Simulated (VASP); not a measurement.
# KGe4O7 (Cmmm) in VASP: notebook

The runs below take KGe4O7 through single point, with PBE.

All numbers are computed with VASP 6.6.1; they aren't measurements. Logs are shortened: lines on timing, memory, paths and dates and some standing lists are left out, and cuts for length are marked.

## Step 1: The cell of the first run

It takes space group Cmmm (No. 65, orthorhombic). Conventional cell: a = 5.701 Å, b = 13.607 Å, c = 8.052 Å, α = 90.00°, β = 90.00°, γ = 90.00°. Within 4.4 Å of K (site symmetry mmm) lie 12 O at 3.32 to 3.69 Å and 10 Ge at 3.68 to 4.32 Å. Ge (site symmetry mm2) has 3 O at 1.69 to 1.70 Å within 2.3 Å. Ge (site symmetry m2m) has 4 O at 1.69 to 1.70 Å within 2.3 Å. Within 2.3 Å of O (site symmetry mmm) lie 2 Ge at 1.69 Å. Within 2.5 Å of O (site symmetry m) lie 2 Ge at 1.70 Å and 2 O at 2.33 to 2.49 Å. Within 2.3 Å of O (site symmetry 2/m) lie 2 Ge at 1.69 Å.

The cell was generated, and may not be a known phase.

## Step 2: Single point, PBE

Input file INCAR:

```
PREC = Accurate
ENCUT = 520
EDIFF = 1E-6
ISMEAR = 0
SIGMA = 0.1
LREAL = False
LASPH = True
NELM = 80
ALGO = Normal
ISIF = 2
LWAVE = False
LCHARG = False
GGA = PE
NBANDS = 66
```

Input file KPOINTS:

```
Automatic mesh
0
Gamma
  4 4 2
```

Input file POSCAR:

```
KGe4O7
1.0
    2.8506020200     -6.8036961100      0.0000000000
    2.8506020200      6.8036961100      0.0000000000
    0.0000000000      0.0000000000      8.0520636000
K Ge O
1 4 7
Direct
    0.0000000000      0.0000000000      0.5000000000
    0.5000000000      0.5000000000      0.7895990000
    0.5000000000      0.5000000000      0.2104010000
    0.3173019000      0.6826981000      0.5000000000
    0.6826981000      0.3173019000      0.5000000000
    0.5000000000      0.5000000000      0.0000000000
    0.4086509500      0.5913490500      0.6447995000
    0.5913490500      0.4086509500      0.6447995000
    0.4086509500      0.5913490500      0.3552005000
    0.5913490500      0.4086509500      0.3552005000
    0.5000000000      0.0000000000      0.5000000000
    0.0000000000      0.5000000000      0.5000000000
```

Potentials or basis: VASP PAW PBE potentials, release 64 (K_sv, Ge_d, O).

Run with:

```bash
cat potpaw_PBE.64/K_sv/POTCAR potpaw_PBE.64/Ge_d/POTCAR potpaw_PBE.64/O/POTCAR > POTCAR
mpirun -np 1 vasp_std > vasp.out
```

OUTCAR:

```text
PREC = Accurate
   ENCUT = 520
   EDIFF = 1E-6
   ISMEAR = 0
   LREAL = False
   LASPH = True
   NELM = 80
   ISIF = 2
   GGA = PE

 ion  position               nearest neighbor table
   1  0.000  0.000  0.500-
   2  0.500  0.500  0.790-   6 1.69   7 1.70   8 1.70
   3  0.500  0.500  0.210-   6 1.69   9 1.70  10 1.70
   4  0.317  0.683  0.500-  11 1.69  12 1.69   7 1.70   9 1.70
   5  0.683  0.317  0.500-  11 1.69  12 1.69   8 1.70  10 1.70
   6  0.500  0.500  0.000-   2 1.69   3 1.69
   7  0.409  0.591  0.645-   2 1.70   4 1.70
   8  0.591  0.409  0.645-   2 1.70   5 1.70
   9  0.409  0.591  0.355-   3 1.70   4 1.70
  10  0.591  0.409  0.355-   3 1.70   5 1.70
  11  0.500  0.000  0.500-   4 1.69   5 1.69
  12  0.000  0.500  0.500-   4 1.69   5 1.69

  LATTYP: Found a base centered orthorhombic cell.
 ALAT       =     5.7012040400
 B/A-ratio  =     2.3867576260
 C/A-ratio  =     1.4123444001

  Lattice vectors:

 A1 = (   2.8506020200,  -6.8036961100,   0.0000000000)
 A2 = (   2.8506020200,   6.8036961100,   0.0000000000)
 A3 = (   0.0000000000,   0.0000000000,   8.0520636000)

Analysis of symmetry for initial positions (statically):
=====================================================================
 Subroutine PRICEL returns:
 Original cell was already a primitive cell.

 Routine SETGRP: Setting up the symmetry group for a
 base centered orthorhombic supercell.

 Subroutine GETGRP returns: Found  8 space group operations
 (whereof  8 operations were pure point group operations)
 out of a pool of  8 trial point group operations.

The static configuration has the point symmetry D_2h.

Analysis of symmetry for dynamics (positions and initial velocities):
=====================================================================
 Subroutine PRICEL returns:
 Original cell was already a primitive cell.

 Routine SETGRP: Setting up the symmetry group for a
 base centered orthorhombic supercell.

 Subroutine GETGRP returns: Found  8 space group operations
 (whereof  8 operations were pure point group operations)
 out of a pool of  8 trial point group operations.

The dynamic configuration has the point symmetry D_2h.

 Subroutine INISYM returns: Found  8 space group operations
 (whereof  8 operations are pure point group operations),
 and found     1 'primitive' translations

----------------------------------------------------------------------------------------

                                     Primitive cell

  volume of cell :     312.3336

  direct lattice vectors                    reciprocal lattice vectors
     2.850602020 -6.803696110  0.000000000     0.175401546 -0.073489467  0.000000000
     2.850602020  6.803696110  0.000000000     0.175401546  0.073489467  0.000000000
     0.000000000  0.000000000  8.052063600     0.000000000  0.000000000  0.124191766

  length of vectors
     7.376734551  7.376734551  8.052063600     0.190174667  0.190174667  0.124191766

  position of ions in fractional coordinates (direct lattice)
     0.000000000  0.000000000  0.500000000
     0.500000000  0.500000000  0.789599000
     0.500000000  0.500000000  0.210401000
     0.317301900  0.682698100  0.500000000
     0.682698100  0.317301900  0.500000000
     0.500000000  0.500000000  0.000000000
     0.408650950  0.591349050  0.644799500
     0.591349050  0.408650950  0.644799500
     0.408650950  0.591349050  0.355200500
     0.591349050  0.408650950  0.355200500
     0.500000000  0.000000000  0.500000000
     0.000000000  0.500000000  0.500000000

  ion indices of the primitive-cell ions
   primitive index   ion index
                 1           1
                 2           2
                 3           3
                 4           4
                 5           5
                 6           6
                 7           7
                 8           8
                 9           9
                10          10
                11          11
                12          12

----------------------------------------------------------------------------------------

 KPOINTS: Automatic mesh

Automatic generation of k-mesh.
 Grid dimensions read from file:
 generate k-points for:    4    4    2

 Generating k-lattice:

  Cartesian coordinates                     Fractional coordinates (reciprocal lattice)
     0.043850386 -0.018372367  0.000000000     0.250000000  0.000000000  0.000000000
     0.043850386  0.018372367  0.000000000     0.000000000  0.250000000  0.000000000
     0.000000000  0.000000000  0.062095883     0.000000000  0.000000000  0.500000000

  Length of vectors
     0.047543667  0.047543667  0.062095883

  Shift w.r.t. Gamma in fractional coordinates (k-lattice)
     0.000000000  0.000000000  0.000000000

 Subroutine IBZKPT returns following result:
 ===========================================

 Found     14 irreducible k-points:

 Following reciprocal coordinates:
            Coordinates               Weight
  0.000000  0.000000  0.000000      1.000000
  0.250000  0.000000  0.000000      4.000000
  0.500000  0.000000  0.000000      2.000000
  0.250000  0.250000  0.000000      2.000000
  0.500000  0.250000  0.000000      4.000000
 -0.250000  0.250000  0.000000      2.000000
  0.500000  0.500000  0.000000      1.000000
  0.000000  0.000000  0.500000      1.000000
  0.250000  0.000000  0.500000      4.000000
  0.500000  0.000000  0.500000      2.000000
  0.250000  0.250000  0.500000      2.000000
  0.500000  0.250000  0.500000      4.000000
 -0.250000  0.250000  0.500000      2.000000
  0.500000  0.500000  0.500000      1.000000
   k-points           NKPTS =     14   k-points in BZ     NKDIM =     14   number of bands    NBANDS=     66
   number of dos      NEDOS =    301   number of ions     NIONS =     12
   total plane-waves  NPLWV = 188160
   dimension x,y,z NGX =    56 NGY =   56 NGZ =   60
   dimension x,y,z NGXF=   112 NGYF=  112 NGZF=  120
   ions per type =               1   4   7
   NGX,Y,Z   is equivalent  to a cutoff of  12.62, 12.62, 12.39 a.u.
   NGXF,Y,Z  is equivalent  to a cutoff of  25.24, 25.24, 24.78 a.u.
 SYSTEM =  unknown system
   PREC   = accura    normal or accurate (medium, high low for compatibility)
   ISTART =      0    job   : 0-new  1-cont  2-samecut
   ICHARG =      2    charge: 1-file 2-atom 10-const
   ISPIN  =      1    spin polarized calculation?
   LNONCOLLINEAR =      F non collinear calculations
   LSORBIT =      F    spin-orbit coupling
   LASPH  =      T    aspherical Exc in radial PAW
   ENCUT  =  520.0 eV  38.22 Ry    6.18 a.u.  13.72 13.72 14.97*2*pi/ulx,y,z
   NELM   =     80;   NELMIN=  2; NELMDL= -5     # of ELM steps
   EDIFF  = 0.1E-05   stopping-criterion for ELM
   LREAL  =      F    real-space projection
   EDIFFG = 0.1E-04   stopping-criterion for IOM
   NSW    =      0    number of steps for IOM
   IBRION =     -1    ionic relax: 0-MD 1-quasi-New 2-CG
   NFREE  =      0    steps in history (QN), initial steepest desc. (CG)
   ISIF   =      2    stress and relaxation
   ISYM   =      2    0-nonsym 1-usesym 2-fastsym
   POTIM  = 0.5000    time-step for ionic-motion
   TEBEG  =    0.0;   TEEND  =   0.0 temperature during run
   PSTRESS=    0.0 pullay stress
   NELECT =     107.0000    total number of electrons
   NUPDOWN=      -1.0000    fix difference up-down
   EMIN   =  10.00;   EMAX   =-10.00  energy-range for DOS
   EFERMI =   0.00;   METHOD = LEGACY
   ISMEAR =     0;   SIGMA  =   0.10  broadening in eV -4-tet -1-fermi 0-gaus
   EFERMI_NEDOS =   21; number of points for ismear=-14 and -15
   IALGO  =     38    algorithm
   IMIX   =      4    mixing-type and parameters
     AMIX     =   0.40;   BMIX     =  1.00
     AMIX_MAG =   1.60;   BMIX_MAG =  1.00
  volume/ion in A,a.u.               =      26.03       175.64
  Fermi-wavevector in a.u.,A,eV,Ry     =   1.145504  2.164688 17.853278  1.312179
  Thomas-Fermi vector in A             =   2.282192
   LORBIT       =      0    0 simple, 1 ext, 2 COOP (PROOUT), +10 PAW based schemes
   GGA     = PE    functional components
   LHFCALC =     F    Hartree Fock is set to
   AEXX    =    0.0000 exact exchange contribution
   IVDW    =     0    specifies the selected vdW correction
   LEPSILON=     F    determine dielectric tensor
   LRPA    =     F    only Hartree local field effects (RPA)
 non-spin polarized calculation
 Gauss-broadening in eV      SIGMA  =   0.10
  energy-cutoff  :      520.00
  volume of cell :      312.33
 maximum number of plane-waves:      8438
 NGX is ok and might be reduce to    56
   NGX = 27   NGY = 27   NGZ = 29

 number of electron     107.0000009 magnetization

 Free energy of the ion-electron system (eV)
  ---------------------------------------------------
  ext. energy  EPLUGINS =         0.00000000
  ---------------------------------------------------
  free energy    TOTEN  =       -64.52151673 eV

  energy without entropy =      -64.51581459  energy(sigma->0) =      -64.51866566

 E-fermi :   1.9309     XC(G=0):  -6.5349

 val. band max:        1.8986949840   @ k =   0.5000   0.5000   0.5000
 cond. band min:       2.0168710468   @ k =   0.5000   0.0000   0.5000
 fundamental gap:      0.1181760628
 Fermi energy:         1.9308773472

 k-point     1 :       0.0000    0.0000    0.0000
  band No.  band energies     occupation
      1     -30.6363      2.00000
      2     -25.6525      2.00000
      3     -25.5972      2.00000
      4     -25.5274      2.00000
      5     -25.5261      2.00000
      6     -25.4122      2.00000
[... 57 lines left out ...]
     64       5.9999      0.00000
     65       6.3062      0.00000

 k-point     2 :       0.2500    0.0000    0.0000
  band No.  band energies     occupation
      1     -30.6362      2.00000
      2     -25.6464      2.00000
      3     -25.6074      2.00000
      4     -25.5286      2.00000
      5     -25.5249      2.00000
      6     -25.4006      2.00000
[... 873 lines left out ...]
     64       6.2110      0.00000
     65       6.5653      0.00000
 [bands above 65 left out]

------------------------ aborting loop because EDIFF is reached ----------------------------------------

  FORCE on cell =-STRESS in cart. coord.  units (eV):
  Direction    XX          YY          ZZ          XY          YZ          ZX
  --------------------------------------------------------------------------------------
  -------------------------------------------------------------------------------------
  Total        8.9555970     27.6079165     42.5484612      0.0000000      0.0000000      0.0000000
  in kB       45.9395180    141.6203054    218.2608050      0.0000000      0.0000000      0.0000000
  external PRESSURE =     135.2735428 kB  Pullay stress =       0.0000000 kB

 VOLUME and BASIS-vectors are now :
 -----------------------------------------------------------------------------
  energy-cutoff  :      520.00
  volume of cell :      312.33
      direct lattice vectors                 reciprocal lattice vectors
     2.850602020 -6.803696110  0.000000000     0.175401546 -0.073489467  0.000000000
     2.850602020  6.803696110  0.000000000     0.175401546  0.073489467  0.000000000
     0.000000000  0.000000000  8.052063600     0.000000000  0.000000000  0.124191766

 POSITION                                       TOTAL-FORCE (eV/Angst)
 -----------------------------------------------------------------------------------
      0.00000      0.00000      4.02603         0.000000      0.000000      0.000000
      2.85060      0.00000      6.35790         0.000000      0.000000     -0.470065
      2.85060      0.00000      1.69416        -0.000000      0.000000      0.470065
      2.85060      2.48604      4.02603         0.000000     -0.435250     -0.000000
      2.85060     -2.48604      4.02603         0.000000      0.435250      0.000000
      2.85060      0.00000      0.00000        -0.000000      0.000000      0.000000
      2.85060      1.24302      5.19197         0.000000      1.866521      1.288553
      2.85060     -1.24302      5.19197         0.000000     -1.866521      1.288553
      2.85060      1.24302      2.86010         0.000000      1.866521     -1.288553
      2.85060     -1.24302      2.86010         0.000000     -1.866521     -1.288553
      1.42530     -3.40185      4.02603         0.000000      0.000000      0.000000
      1.42530      3.40185      4.02603         0.000000      0.000000      0.000000
 -----------------------------------------------------------------------------------
    total drift:                                0.000000      0.000000     -0.000000

  FREE ENERGIE OF THE ION-ELECTRON SYSTEM (eV)
  ---------------------------------------------------
  free  energy   TOTEN  =       -64.5215167267 eV

  energy  without entropy=      -64.5158145883  energy(sigma->0) =      -64.51866566
```

Wall time 17 min (1 thread of Intel Xeon 8259CL, shared host); peak memory 0.58 GiB.

Results:

```
Free energy            : -64.5215 eV
Pressure               : 13.5 GPa
Largest force          : 2.268 eV/Å
Band gap on the k mesh : zero (an odd number of electrons rules out a gap without spin polarisation)
```

Forces on the atoms (eV/Å):
```
K    0.000  0.000  0.000
Ge   0.000  0.000 -0.470
Ge   0.000  0.000  0.470
Ge   0.000 -0.435  0.000
Ge   0.000  0.435  0.000
O    0.000  0.000  0.000
O    0.000  1.867  1.289
O    0.000 -1.867  1.289
O    0.000  1.867 -1.289
O    0.000 -1.867 -1.289
O    0.000  0.000  0.000
O    0.000  0.000  0.000
```

Stress tensor (GPa, compression positive):
```
 4.59  0.00  0.00
 0.00 14.16  0.00
 0.00  0.00 21.83
```

Caveat: the k points lie up to 0.39 Å⁻¹ apart, too coarse for converged energies and pressures of a metal; an odd number of electrons without spin polarisation forces a metal; a magnetic or distorted state may lie lower.

[end of part 1 of 2]

The gap in the log of VASP goes by the Fermi energy; the results here count the filled bands.